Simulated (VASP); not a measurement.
# CsH (Fm-3m) in VASP: notebook, part 2 of 4

VASP 6.6.1.

### 3 Vibrations by perturbation theory, LDA

This run uses another cell than the first one, of 24.85 Å³/atom, 1.177 times its volume.

INCAR

```
SYSTEM = CsH
PREC = Accurate
ENCUT = 520
EDIFF = 1E-8
ISMEAR = 0
SIGMA = 0.01
LREAL = .False.
LASPH = .True.
NELM = 80
ALGO = Normal
ISIF = 2
LWAVE = .False.
LCHARG = .False.
IBRION = 8
NSW = 1
LEPSILON = .True.
```

KPOINTS

```
Automatic mesh
0
Gamma
  8 8 8
  0 0 0
```

POSCAR

```
CsH
1.0
    0.0000000000      2.9182984001      2.9182984001
    2.9182984001      0.0000000000      2.9182984001
    2.9182984001      2.9182984001      0.0000000000
Cs H
1 1
Direct
    0.0000000000      0.0000000000      0.0000000000
    0.5000000000      0.5000000000      0.5000000000
```

Potentials or basis: VASP PAW LDA potentials, release 64 (Cs_sv, H).

Started as:

```console
$ cat potpaw_LDA.64/Cs_sv/POTCAR potpaw_LDA.64/H/POTCAR > POTCAR
$ mpirun -np 1 vasp_std > vasp.out
```

OUTCAR:

```text
SYSTEM = CsH
   PREC = Accurate
   ENCUT = 520
   EDIFF = 1E-8
   ISMEAR = 0
   LREAL = .False.
   LASPH = .True.
   NELM = 80
   ISIF = 2
   IBRION = 8
   NSW = 1
   LEPSILON = .True.

 ion  position               nearest neighbor table
   1  0.000  0.000  0.000-
   2  0.500  0.500  0.500-

  LATTYP: Found a face centered cubic cell.
 ALAT       =     5.8365968002

  Lattice vectors:

 A1 = (   0.0000000000,   2.9182984001,   2.9182984001)
 A2 = (   2.9182984001,   0.0000000000,   2.9182984001)
 A3 = (   2.9182984001,   2.9182984001,   0.0000000000)

Analysis of symmetry for initial positions (statically):
=====================================================================
 Subroutine PRICEL returns:
 Original cell was already a primitive cell.

[... 586 lines left out ...]
  z     0.00000     0.00000     0.00000     0.00000     0.00000     0.00000

 SECOND DERIVATIVES (NOT SYMMETRIZED)
 ------------------------------------
               1X          1Y          1Z          2X          2Y          2Z
  1X    -1.130750    0.000000    0.000000    1.130750    0.000000    0.000000
  1Y     0.000000   -1.130750    0.000000    0.000000    1.130750    0.000000
  1Z     0.000000    0.000000   -1.130750    0.000000    0.000000    1.130750
  2X     1.131679    0.000000    0.000000   -1.131679    0.000000    0.000000
  2Y     0.000000    1.131679    0.000000    0.000000   -1.131679    0.000000
  2Z     0.000000    0.000000    1.131679    0.000000    0.000000   -1.131679

 Eigenvectors and eigenvalues of the dynamical matrix
 ----------------------------------------------------

   1 f  =   16.693172 THz   104.886290 2PiTHz  556.824266 cm-1    69.037379 meV
             X         Y         Z           dx          dy          dz
      0.000000  0.000000  0.000000     0.000000    0.000000   -0.086384
      2.918298  2.918298  2.918298     0.000000    0.000000    0.996262
[... 21 lines left out ...]
   6 f/i=    0.000590 THz     0.003708 2PiTHz    0.019687 cm-1     0.002441 meV
             X         Y         Z           dx          dy          dz
      0.000000  0.000000  0.000000     0.995528   -0.038175    0.002279
      2.918298  2.918298  2.918298     0.086320   -0.003310    0.000198

--------------------------------------------------------------------------------------------------------

 MACROSCOPIC STATIC DIELECTRIC TENSOR IONIC CONTRIBUTION
 ------------------------------------------------------
           4.586698    -0.000000    -0.000000
          -0.000000     4.586698    -0.000000
          -0.000000    -0.000000     4.586698
 ------------------------------------------------------

 ELASTIC MODULI CONTR FROM IONIC RELAXATION (kBar)
 Direction    XX          YY          ZZ          XY          YZ          ZX
 --------------------------------------------------------------------------------
 XX           0.0000      0.0000      0.0000      0.0000      0.0000      0.0000
 YY           0.0000      0.0000      0.0000      0.0000      0.0000      0.0000
 ZZ           0.0000      0.0000      0.0000      0.0000      0.0000      0.0000
 XY           0.0000      0.0000      0.0000      0.0000      0.0000      0.0000
 YZ           0.0000      0.0000      0.0000      0.0000      0.0000      0.0000
 ZX           0.0000      0.0000      0.0000      0.0000      0.0000      0.0000
 --------------------------------------------------------------------------------

 PIEZOELECTRIC TENSOR IONIC CONTR  for field in x, y, z        (C/m^2)
          XX          YY          ZZ          XY          YZ          ZX
  --------------------------------------------------------------------------------
  x     0.00000     0.00000     0.00000     0.00000     0.00000     0.00000
  y     0.00000     0.00000     0.00000     0.00000     0.00000     0.00000
  z     0.00000     0.00000     0.00000     0.00000     0.00000     0.00000
```

OSZICAR:

```text
N       E                     dE             d eps       ncg     rms          rms(c)
DAV:   1     0.427749249209E+02    0.42775E+02   -0.44958E+03   522   0.947E+02
DAV:   2    -0.356960892911E+01   -0.46345E+02   -0.44985E+02   700   0.137E+02
DAV:   3    -0.576498819365E+01   -0.21954E+01   -0.21935E+01   617   0.353E+01
DAV:   4    -0.577601489318E+01   -0.11027E-01   -0.11025E-01   775   0.283E+00
[... 152 lines left out ...]
RMM:   7    -0.166041743937E-01   -0.22049E-05   -0.13402E-08  1859   0.706E-04    0.466E-05
RMM:   8    -0.166039984898E-01    0.17590E-06   -0.56766E-10  1911   0.982E-05    0.237E-05
RMM:   9    -0.166040185969E-01   -0.20107E-07   -0.43814E-10  1922   0.551E-05    0.375E-06
RMM:  10    -0.166039950138E-01    0.23583E-07   -0.41665E-10  1822   0.165E-05    0.128E-06
RMM:  11    -0.166039943960E-01    0.61781E-09   -0.40424E-10  1701   0.123E-05    0.137E-07
 Linear response finished
```

stdout:

```text
POSCAR found type information on POSCAR CsH
 POSCAR found :  2 types and       2 ions
 scaLAPACK will be used
 LDA part: xc-table for (Slater(with rela. corr.)+CA(PZ))
 , standard interpolation
 POSCAR, INCAR and KPOINTS ok, starting setup
 FFT: planning ... GRIDC
 FFT: planning ... GRID_SOFT
 FFT: planning ... GRID
[... 24 lines left out ...]
 Linear response to external field, progress :
  Direction:   3
 dielectric tensor                  component  3 :    -0.068     0.006     4.098
 Linear response DOF=           2
 Linear response progress:
 first order change of Fermi-energy   0.31313E-03
 force on displaced ion       1 direction 1 :  -1.131   0.000   0.000
 Born effective charge ion    1 direction 1 :   1.193   0.000   0.000
 Linear response progress:
 first order change of Fermi-energy   0.28017E-03
 force on displaced ion       2 direction 1 :  -1.132   0.000   0.000
 Born effective charge ion    2 direction 1 :  -1.194   0.000   0.000
 Born effective charges drift removed
 Linear response finished
```

Wall time 73 s (1 thread of Intel Xeon 6975P-C (Granite Rapids), shared host); peak memory 0.23 GiB.

What came out:

| Item | Value |
| --- | --- |
| Electronic dielectric tensor (diagonal) | 4.10 |
| Born charges (mean of the diagonal) | Cs +1.19; H -1.19 e |
| Highest phonon frequency at Γ, LO-TO splitting left out | 557 cm⁻¹ |

Phonon frequencies in cm⁻¹ (negative: imaginary):
```tsv
q point	frequencies
(0.000, 0.000, 0.000)	0 0 0 557 557 557
```

Electronic dielectric tensor:
```
4.10 0.00 0.00
0.00 4.10 0.00
0.00 0.00 4.10
```

Born effective charge tensors (e):
atom 1, Cs
```
1.19 0.00 0.00
0.00 1.19 0.00
0.00 0.00 1.19
```
atom 2, H
```
-1.19  0.00  0.00
 0.00 -1.19  0.00
 0.00  0.00 -1.19
```

Caveat: the cell wasn't relaxed at this level first, which shifts response properties; spin-orbit coupling is left out, which moves the levels of the heavy elements.

### 4 Vibrations by perturbation theory, LDA (phonons at volume x 0.98)

INCAR

```
SYSTEM = CsH
PREC = Accurate ; ENCUT = 520
EDIFF = 1E-8 ; ISMEAR = 0
SIGMA = 0.01 ; LREAL = .FALSE.
LASPH = .TRUE. ; NELM = 100
ALGO = Normal ; ISIF = 2
LWAVE = .FALSE. ; LCHARG = .FALSE.
GGA = CA ; IBRION = 8
NSW = 1 ; LEPSILON = .TRUE.
```

KPOINTS

```
Automatic mesh
0
G
  8 8 8
  0 0 0
```

POSCAR

```
CsH
1.0
    0.0000000000      3.0281564409      3.0281564409
    3.0281564409      0.0000000000      3.0281564409
    3.0281564409      3.0281564409      0.0000000000
Cs H
1 1
Direct
    0.0000000000      0.0000000000      0.0000000000
    0.5000000000      0.5000000000      0.5000000000
```

Potentials or basis: VASP PAW LDA potentials, release 64 (Cs_sv, H).

Started as:

```console
$ cat potpaw_LDA.64/Cs_sv/POTCAR potpaw_LDA.64/H/POTCAR > POTCAR
$ mpirun -np 1 vasp_std > vasp.out
```

OUTCAR:

```text
SYSTEM = CsH
   PREC = Accurate
   ENCUT = 520
   EDIFF = 1E-8
   ISMEAR = 0
   LREAL = .FALSE.
   LASPH = .TRUE.
   NELM = 100
   ISIF = 2
   GGA = CA
   IBRION = 8
   NSW = 1
   LEPSILON = .TRUE.

 ion  position               nearest neighbor table
   1  0.000  0.000  0.000-
   2  0.500  0.500  0.500-

  LATTYP: Found a face centered cubic cell.
 ALAT       =     6.0563128818

  Lattice vectors:

 A1 = (   0.0000000000,   3.0281564409,   3.0281564409)
 A2 = (   3.0281564409,   0.0000000000,   3.0281564409)
 A3 = (   3.0281564409,   3.0281564409,   0.0000000000)

Analysis of symmetry for initial positions (statically):
=====================================================================
 Subroutine PRICEL returns:
 Original cell was already a primitive cell.

 Routine SETGRP: Setting up the symmetry group for a
 face centered cubic supercell.

 Subroutine GETGRP returns: Found 48 space group operations
 (whereof 48 operations were pure point group operations)
 out of a pool of 48 trial point group operations.

The static configuration has the point symmetry O_h .

Analysis of symmetry for dynamics (positions and initial velocities):
=====================================================================
 Subroutine PRICEL returns:
 Original cell was already a primitive cell.

 Routine SETGRP: Setting up the symmetry group for a
 face centered cubic supercell.

 Subroutine GETGRP returns: Found 48 space group operations
 (whereof 48 operations were pure point group operations)
 out of a pool of 48 trial point group operations.

The dynamic configuration has the point symmetry O_h .

 Subroutine INISYM returns: Found 48 space group operations
 (whereof 48 operations are pure point group operations),
 and found     1 'primitive' translations

----------------------------------------------------------------------------------------

                                     Primitive cell

  volume of cell :      55.5348

  direct lattice vectors                    reciprocal lattice vectors
     0.000000000  3.028156441  3.028156441    -0.165116965  0.165116965  0.165116965
     3.028156441  0.000000000  3.028156441     0.165116965 -0.165116965  0.165116965
     3.028156441  3.028156441  0.000000000     0.165116965  0.165116965 -0.165116965

  length of vectors
     4.282459908  4.282459908  4.282459908     0.285990972  0.285990972  0.285990972
[... 477 lines left out ...]
     0.00000 -0.00038 -0.00000           (  0.00000  0.00001  0.00000)
     0.00000  0.00000 -0.00022           (  0.00000  0.00000  0.00001)

 PIEZOELECTRIC TENSOR FIELD DIRECTION 3  (C/m^2)
 -----------------------------------------------------------------------------
    -0.00011  0.00000  0.00000
     0.00000 -0.00011 -0.00000
     0.00000  0.00000 -0.00006

--------------------------------------- Ionic step        4  -------------------------------------------

------------------------ aborting loop because EDIFF is reached ----------------------------------------

[... ionic steps 5 to 6 ...]

--------------------------------------- Ionic step        7  -------------------------------------------

 Free energy of the ion-electron system (eV)
  ---------------------------------------------------
  ---------------------------------------------------
  free energy    TOTEN  =        -0.01624978 eV

  energy without entropy =       -0.01624978

------------------------ aborting loop because EDIFF is reached ----------------------------------------

 INTERNAL STRAIN TENSOR  FOR ION    2  DIRECTION 1   (eV/Angst):
 -----------------------------------------------------------------------------
     0.00734 -0.00000  0.00000
     0.00000  0.00265 -0.00000
     0.00000 -0.00000  0.00265

 MACROSCOPIC STATIC DIELECTRIC TENSOR (including local field effects in DFT)
 ------------------------------------------------------
           3.680109     0.000000    -0.000000
           0.000000     3.680109    -0.000000
           0.000000     0.000000     3.680109
 ------------------------------------------------------

 PIEZOELECTRIC TENSOR (including local field effects)  for field in x, y, z        (e  Angst)
          XX          YY          ZZ          XY          YZ          ZX
  --------------------------------------------------------------------------------
  x     0.00000     0.00000     0.00000     0.00000     0.00000     0.00000
  y     0.00000     0.00000     0.00000     0.00000     0.00000     0.00000
  z     0.00000     0.00000     0.00000     0.00000     0.00000     0.00000

 PIEZOELECTRIC TENSOR (including local field effects)  for field in x, y, z        (C/m^2)
          XX          YY          ZZ          XY          YZ          ZX
  --------------------------------------------------------------------------------
  x     0.00000     0.00000     0.00000     0.00000     0.00000     0.00000
  y     0.00000     0.00000     0.00000     0.00000     0.00000     0.00000
  z     0.00000     0.00000     0.00000     0.00000     0.00000     0.00000

 BORN EFFECTIVE CHARGES (including local field effects) (in |e|, cummulative output)
 ---------------------------------------------------------------------------------
 ion    1
    1     1.15699     0.00000     0.00000
    2    -0.00000     1.15699     0.00000
    3     0.00000     0.00000     1.15699
 ion    2
    1    -1.15699    -0.00000     0.00000
    2     0.00000    -1.15699     0.00000
    3     0.00000     0.00000    -1.15699

 INTERNAL STRAIN TENSOR FOR ION    2 for displacements in x,y,z  (eV/Angst):
          X           Y           Z          XY          YZ          ZX
  --------------------------------------------------------------------------------
  x     0.00000     0.00000     0.00000     0.00000     0.00000     0.00000
  y     0.00000     0.00000     0.00000     0.00000     0.00000     0.00000
  z     0.00000     0.00000     0.00000     0.00000     0.00000     0.00000

 SECOND DERIVATIVES (NOT SYMMETRIZED)
 ------------------------------------
               1X          1Y          1Z          2X          2Y          2Z
  1X    -0.831173    0.000000    0.000000    0.831173    0.000000    0.000000
  1Y     0.000000   -0.831173    0.000000    0.000000    0.831173    0.000000
  1Z     0.000000    0.000000   -0.831173    0.000000    0.000000    0.831173
  2X     0.814710    0.000000    0.000000   -0.814710    0.000000    0.000000
  2Y     0.000000    0.814710    0.000000    0.000000   -0.814710    0.000000
  2Z     0.000000    0.000000    0.814710    0.000000    0.000000   -0.814710

 Eigenvectors and eigenvalues of the dynamical matrix
 ----------------------------------------------------

   1 f  =   14.164881 THz    89.000570 2PiTHz  472.489560 cm-1    58.581213 meV
             X         Y         Z           dx          dy          dz
      0.000000  0.000000  0.000000     0.087286   -0.000000    0.000000
      3.028156  3.028156  3.028156    -0.996183   -0.000000    0.000000
[... 21 lines left out ...]
   6 f/i=    0.012320 THz     0.077411 2PiTHz    0.410960 cm-1     0.050953 meV
             X         Y         Z           dx          dy          dz
      0.000000  0.000000  0.000000     0.019999   -0.132073   -0.987187
      3.028156  3.028156  3.028156     0.001752   -0.011572   -0.086497

--------------------------------------------------------------------------------------------------------

 MACROSCOPIC STATIC DIELECTRIC TENSOR IONIC CONTRIBUTION
 ------------------------------------------------------
           5.299948     0.000000     0.000000
           0.000000     5.299948    -0.000000
           0.000000    -0.000000     5.299948
 ------------------------------------------------------

 ELASTIC MODULI CONTR FROM IONIC RELAXATION (kBar)
 Direction    XX          YY          ZZ          XY          YZ          ZX
 --------------------------------------------------------------------------------
 XX           0.0000      0.0000      0.0000      0.0000      0.0000      0.0000
 YY           0.0000      0.0000      0.0000      0.0000      0.0000      0.0000
 ZZ           0.0000      0.0000      0.0000      0.0000      0.0000      0.0000
 XY           0.0000      0.0000      0.0000      0.0000      0.0000      0.0000
 YZ           0.0000      0.0000      0.0000      0.0000      0.0000      0.0000
 ZX           0.0000      0.0000      0.0000      0.0000      0.0000      0.0000
 --------------------------------------------------------------------------------

 PIEZOELECTRIC TENSOR IONIC CONTR  for field in x, y, z        (C/m^2)
          XX          YY          ZZ          XY          YZ          ZX
  --------------------------------------------------------------------------------
  x     0.00000     0.00000     0.00000     0.00000     0.00000     0.00000
  y     0.00000     0.00000     0.00000     0.00000     0.00000     0.00000
  z     0.00000     0.00000     0.00000     0.00000     0.00000     0.00000
```

OSZICAR:

```text
N       E                     dE             d eps       ncg     rms          rms(c)
DAV:   1     0.448527901362E+02    0.44853E+02   -0.44373E+03   522   0.941E+02
DAV:   2    -0.304671787057E+01   -0.47900E+02   -0.46647E+02   697   0.132E+02
DAV:   3    -0.574660299243E+01   -0.26999E+01   -0.26973E+01   592   0.371E+01
DAV:   4    -0.576466099595E+01   -0.18058E-01   -0.18057E-01   755   0.346E+00
[... 155 lines left out ...]
RMM:   7    -0.162498964651E-01   -0.32471E-05   -0.13494E-08  1871   0.702E-04    0.457E-05
RMM:   8    -0.162497525470E-01    0.14392E-06   -0.14702E-10  1897   0.875E-05    0.228E-05
RMM:   9    -0.162498015316E-01   -0.48985E-07   -0.55689E-11  1927   0.483E-05    0.372E-06
RMM:  10    -0.162497820346E-01    0.19497E-07    0.23590E-11  1826   0.915E-06    0.139E-06
RMM:  11    -0.162497792997E-01    0.27349E-08    0.20359E-11  1663   0.540E-06    0.151E-07
 Linear response finished
```

It took 70 s on 1 thread of Intel Xeon 6975P-C (Granite Rapids), shared host; peak memory 0.24 GiB.

Results:

```
Electronic dielectric tensor (diagonal)                 : 3.68
Born charges (mean of the diagonal)                     : Cs +1.16; H -1.16 e
Highest phonon frequency at Γ, LO-TO splitting left out : 472 cm⁻¹
```

Phonon frequencies in cm⁻¹ (negative: imaginary):
```csv
q point,frequencies
"(0.000, 0.000, 0.000)",0 0 0 472 472 472
```

Electronic dielectric tensor:
```
3.68 0.00 0.00
0.00 3.68 0.00
0.00 0.00 3.68
```

Born effective charge tensors (e):
atom 1, Cs
```
1.16 0.00 0.00
0.00 1.16 0.00
0.00 0.00 1.16
```
atom 2, H
```
-1.16  0.00  0.00
 0.00 -1.16  0.00
 0.00  0.00 -1.16
```

Caveat: the cell differs from its parent crystal (phonons at volume x 0.98); spin-orbit coupling is left out, which moves the levels of the heavy elements.

[end of part 2 of 4]
